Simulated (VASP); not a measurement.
# ZnO (P6_3mc) in VASP: further runs, part 2 of 3

VASP 6.6.1. The steps go on from the part before.

### 3 Single point, r2SCAN

Contents of POSCAR:

```
ZnO
1.0
    3.2352912514      0.0000000000      0.0000000000
   -1.6176456257      2.8018444124      0.0000000000
    0.0000000000      0.0000000000      5.2114266958
Zn O
2 2
Direct
    0.3333333333      0.6666666667     -0.0023128493
    0.6666666667      0.3333333333      0.4976871507
    0.3333333333      0.6666666667      0.3773128493
    0.6666666667      0.3333333333      0.8773128493
```

Contents of INCAR.step1:

```
SYSTEM = ZnO
PREC = Accurate ; ENCUT = 520
ISMEAR = 0 ; SIGMA = 0.02
LREAL = .FALSE. ; LASPH = .TRUE.
NELM = 60 ; NBANDS = 26
GGA = PE ; ALGO = Normal
EDIFF = 1E-4 ; LWAVE = .TRUE.
LCHARG = .FALSE.
```

Contents of INCAR.step2:

```
SYSTEM = ZnO
PREC = Accurate ; ENCUT = 520
EDIFF = 1E-7 ; ISMEAR = 0
SIGMA = 0.02 ; LREAL = .FALSE.
LASPH = .TRUE. ; NELM = 60
ALGO = Normal ; ISIF = 2
LWAVE = .FALSE. ; LCHARG = .FALSE.
METAGGA = R2SCAN ; LMIXTAU = .TRUE.
NBANDS = 26 ; ISTART = 1
```

Contents of KPOINTS:

```
regular mesh
0
G
  12 12 6
  0 0 0
```

Potentials or basis: VASP PAW PBE potentials, release 64 (Zn, O).

Command:

```console
cat potpaw_PBE.64/Zn/POTCAR potpaw_PBE.64/O/POTCAR > POTCAR
cp INCAR.step1 INCAR
mpirun -np 1 vasp_std > vasp.out
cp INCAR.step2 INCAR
mpirun -np 1 vasp_std > vasp.out
```

OUTCAR:

```text
SYSTEM = ZnO
   PREC = Accurate
   ENCUT = 520
   EDIFF = 1E-7
   ISMEAR = 0
   LREAL = .FALSE.
   LASPH = .TRUE.
   NELM = 60
   ISIF = 2
   METAGGA = R2SCAN
   ISTART = 1

 ion  position               nearest neighbor table
   1  0.333  0.667  0.998-   4 1.97   4 1.97   4 1.97   3 1.98
   2  0.667  0.333  0.498-   3 1.97   3 1.97   3 1.97   4 1.98
   3  0.333  0.667  0.377-   2 1.97   2 1.97   2 1.97   1 1.98
   4  0.667  0.333  0.877-   1 1.97   1 1.97   1 1.97   2 1.98

  LATTYP: Found a hexagonal cell.
 ALAT       =     3.2352912514
 C/A-ratio  =     1.6108060421

[... 888 lines left out ...]

 [... further k-points ...]
[... 5 lines left out ...]
  --------------------------------------------------------------------------------------
  -------------------------------------------------------------------------------------
  Total        0.2941593      0.2941593      0.3217555      0.0000000      0.0000000      0.0000000
  in kB        9.9765225      9.9765225     10.9124551      0.0000000      0.0000000      0.0000000
  external PRESSURE =      10.2885000 kB  Pullay stress =       0.0000000 kB

 VOLUME and BASIS-vectors are now :
 -----------------------------------------------------------------------------
  energy-cutoff  :      520.00
  volume of cell :       47.24
      direct lattice vectors                 reciprocal lattice vectors
     3.235291251  0.000000000  0.000000000     0.309091183  0.178453878  0.000000000
    -1.617645626  2.801844412  0.000000000     0.000000000  0.356907755  0.000000000
     0.000000000  0.000000000  5.211426696     0.000000000  0.000000000  0.191886034

 POSITION                                       TOTAL-FORCE (eV/Angst)
 -----------------------------------------------------------------------------------
     -0.00000      1.86790      5.19937        -0.000000      0.000000      0.001473
      1.61765      0.93395      2.59366         0.000000     -0.000000      0.001473
     -0.00000      1.86790      1.96634         0.000000      0.000000     -0.001473
      1.61765      0.93395      4.57205         0.000000     -0.000000     -0.001473
 -----------------------------------------------------------------------------------
    total drift:                                0.000001      0.000002     -0.001883

  FREE ENERGIE OF THE ION-ELECTRON SYSTEM (eV)
  ---------------------------------------------------
  free  energy   TOTEN  =       -36.3179066340 eV

  energy  without entropy=      -36.3179066340  energy(sigma->0) =      -36.31790663
```

OUTCAR.step1:

```text
SYSTEM = ZnO
   PREC = Accurate
   ENCUT = 520
   ISMEAR = 0
   LREAL = .FALSE.
   LASPH = .TRUE.
   NELM = 60
[... 926 lines left out ...]
      1.61765      0.93395      2.59366         0.000000      0.000000      0.002199
     -0.00000      1.86790      1.96634        -0.000000      0.000000     -0.002199
      1.61765      0.93395      4.57205         0.000000      0.000000     -0.002199
 -----------------------------------------------------------------------------------
    total drift:                                0.000001      0.000001     -0.004370

  FREE ENERGIE OF THE ION-ELECTRON SYSTEM (eV)
  ---------------------------------------------------
  free  energy   TOTEN  =       -17.8086441217 eV

  energy  without entropy=      -17.8086441217  energy(sigma->0) =      -17.80864412
```

OSZICAR.step1:

```text
N       E                     dE             d eps       ncg     rms          rms(c)
DAV:   1     0.297924463153E+03    0.29792E+03   -0.18122E+04  3992   0.202E+03
DAV:   2     0.106052232825E+02   -0.28732E+03   -0.26858E+03  4210   0.414E+02
DAV:   3    -0.204609929170E+02   -0.31066E+02   -0.30679E+02  4326   0.140E+02
DAV:   4    -0.210483384827E+02   -0.58735E+00   -0.58623E+00  4354   0.195E+01
DAV:   5    -0.210513290034E+02   -0.29905E-02   -0.29903E-02  4352   0.143E+00    0.149E+01
DAV:   6    -0.176357771027E+02    0.34156E+01   -0.65926E+00  6216   0.613E+01    0.915E+00
DAV:   7    -0.178460529482E+02   -0.21028E+00   -0.29352E+00  4050   0.170E+01    0.546E+00
DAV:   8    -0.178565696713E+02   -0.10517E-01   -0.49448E-01  5856   0.750E+00    0.163E+00
DAV:   9    -0.178058727816E+02    0.50697E-01   -0.10289E-01  5784   0.636E+00    0.294E-01
DAV:  10    -0.178085868590E+02   -0.27141E-02   -0.37212E-02  4000   0.132E+00    0.133E-01
DAV:  11    -0.178086441217E+02   -0.57263E-04   -0.54764E-04  4256   0.221E-01
   1 F= -.17808644E+02 E0= -.17808644E+02  d E =-.935057E-35
```

It took 9.9 min on 1 thread of AMD EPYC 7R13, shared host; peak memory 0.19 GiB.

What came out:

| Item | Value |
| --- | --- |
| Free energy | -36.3179 eV |
| Pressure | 1.0 GPa |
| Band gap on the k mesh | 1.23 eV, direct |

Stress tensor (GPa, compression positive):
```
1.00 0.00 0.00
0.00 1.00 0.00
0.00 0.00 1.09
```

Levels at points of the mesh, in eV from the valence-band top:
| k point | band 15 | band 16 | band 17 | band 18 | band 19 | band 20 | band 21 | band 22 |
| --- | --- | --- | --- | --- | --- | --- | --- | --- |
| (0.00, 0.00, 0.00) | -0.82 | -0.09 | 0.00 | 0.00 | 1.23 | 5.87 | 8.83 | 13.73 |
| (0.50, 0.00, 0.00) | -2.87 | -2.34 | -1.31 | -0.87 | 6.43 | 7.36 | 8.08 | 9.32 |
| (0.00, 0.00, 0.50) | -0.40 | -0.40 | -0.40 | -0.40 | 3.94 | 3.94 | 10.83 | 10.83 |
| (0.50, 0.00, 0.50) | -1.56 | -1.56 | -1.41 | -1.41 | 6.25 | 6.25 | 9.18 | 9.18 |

Caveat: the PAW data sets were made with another functional, which shifts forces and pressure a little. r2SCAN opens gaps a little over a GGA but as a rule still falls short of measured ones.

### 4 Single point, r2SCAN

POSCAR is that of step 3.

Contents of INCAR.step1:

```
  PREC = Accurate
  ENCUT = 520
  ISMEAR = 0
  SIGMA = 0.02
  LREAL = False
  LASPH = True
  NELM = 80
  NBANDS = 26
  GGA = PE
  ALGO = Normal
  EDIFF = 1E-4
  LWAVE = True
  LCHARG = False
```

Contents of INCAR.step2:

```
  PREC = Accurate
  ENCUT = 520
  EDIFF = 1E-7
  ISMEAR = 0
  SIGMA = 0.02
  LREAL = False
  LASPH = True
  NELM = 80
  ALGO = Normal
  ISIF = 2
  LWAVE = False
  LCHARG = False
  METAGGA = R2SCAN
  LMIXTAU = True
  NBANDS = 26
  ISTART = 1
```

Contents of KPOINTS:

```
Automatic mesh
0
Gamma
  12 12 6
```

Command:

```console
cat potpaw_PBE.64/Zn/POTCAR potpaw_PBE.64/O/POTCAR > POTCAR
cp INCAR.step1 INCAR
mpirun -np 1 vasp_std > vasp.out
cp INCAR.step2 INCAR
mpirun -np 1 vasp_std > vasp.out
```

Run time: 9.4 min. Hardware: 1 thread of AMD EPYC 7R13, shared host; peak memory 0.19 GiB.

Results (log left out):

```
Free energy            : -36.3179 eV
Pressure               : 1.0 GPa
Band gap on the k mesh : 1.23 eV, direct
```

Stress tensor (GPa, compression positive):
```
1.00 0.00 0.00
0.00 1.00 0.00
0.00 0.00 1.09
```

Levels at points of the mesh, in eV from the valence-band top:
| k point | band 16 | band 17 | band 18 | band 19 | band 20 | band 21 |
| --- | --- | --- | --- | --- | --- | --- |
| (0.00, 0.00, 0.00) | -0.09 | 0.00 | 0.00 | 1.23 | 5.87 | 8.83 |
| (0.50, 0.00, 0.00) | -2.34 | -1.31 | -0.87 | 6.43 | 7.36 | 8.08 |
| (0.00, 0.00, 0.50) | -0.40 | -0.40 | -0.40 | 3.94 | 3.94 | 10.83 |
| (0.50, 0.00, 0.50) | -1.56 | -1.41 | -1.41 | 6.25 | 6.25 | 9.18 |

Caveat: the PAW data sets were made with another functional, which shifts forces and pressure a little. r2SCAN opens gaps a little over a GGA but as a rule still falls short of measured ones.

(Continued in part 3 of 3.)
